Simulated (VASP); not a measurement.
Set up this calculation in VASP 6.6.1, as the native input.

```
Task                               : single point
Functional                         : HSE06
Potentials or basis                : VASP PAW PBE potentials, release 64 (K_sv, F)
Cutoff                             : 520 eV
k mesh                             : 6 × 6 × 6
Occupations                        : gaussian, width 0.01 eV
Spin                               : no spin polarisation
Dipole correction                  : no
Grid for exact exchange (PRECFOCK) : Normal
Further INCAR settings             : ALGO = Normal; EDIFF = 1e-06; NBANDS = 15
Share of exact exchange            : 0.25
Screening parameter                : 0.2079 1/Å
```

The system is KF.

```
CELL_PARAMETERS angstrom
0.00000 2.67013 2.65338
2.67013 0.00000 2.65338
2.67013 2.67013 0.00000
ATOMIC_POSITIONS crystal
K 0.00000 0.00000 0.00000
F 0.50000 0.50000 0.50000
```

This cell differs from its parent crystal: epitaxial xy strain +0.4%.

One way to write it, as run:

POSCAR

```
KF
1.0
    0.0000000000      2.6701281979      2.6533767463
    2.6701281979      0.0000000000      2.6533767463
    2.6701281979      2.6701281979      0.0000000000
K F
1 1
Direct
    0.0000000000      0.0000000000      0.0000000000
    0.5000000000      0.5000000000      0.5000000000
```

INCAR.step1

```
PREC = Accurate
ENCUT = 520
EDIFF = 1E-5
ISMEAR = 0
SIGMA = 0.01
LREAL = False
LASPH = True
NELM = 80
ALGO = Normal
ISIF = 2
LWAVE = True
LCHARG = False
NBANDS = 15
GGA = PE
```

INCAR.step2

```
PREC = Accurate
ENCUT = 520
EDIFF = 1E-6
ISMEAR = 0
SIGMA = 0.01
LREAL = False
LASPH = True
NELM = 80
ALGO = Normal
ISIF = 2
LWAVE = False
LCHARG = False
GGA = PE
LHFCALC = True
HFSCREEN = 0.2079
PRECFOCK = Normal
NBANDS = 15
ISTART = 1
```

KPOINTS

```
Automatic mesh
0
Gamma
  6 6 6
```

Potentials or basis: VASP PAW PBE potentials, release 64 (K_sv, F).

Launch:

```sh
$ cat potpaw_PBE.64/K_sv/POTCAR potpaw_PBE.64/F/POTCAR > POTCAR
$ cp INCAR.step1 INCAR
$ mpirun -np 1 vasp_std > vasp.out
$ cp INCAR.step2 INCAR
$ mpirun -np 1 vasp_std > vasp.out
```

It gave:

The pressure is 0.9 GPa. The band gap on the k mesh is 8.20 eV.

Caveat: the cell differs from its parent crystal (epitaxial xy strain +0.4%); the PAW data sets were made with another functional, which shifts forces and pressure a little.

It took 66 min on 1 thread of Intel(R) Xeon(R) Platinum 8259CL CPU @ 2.50GHz (Skylake/Cascade Lake) (shared host), peak memory 0.29 GiB.
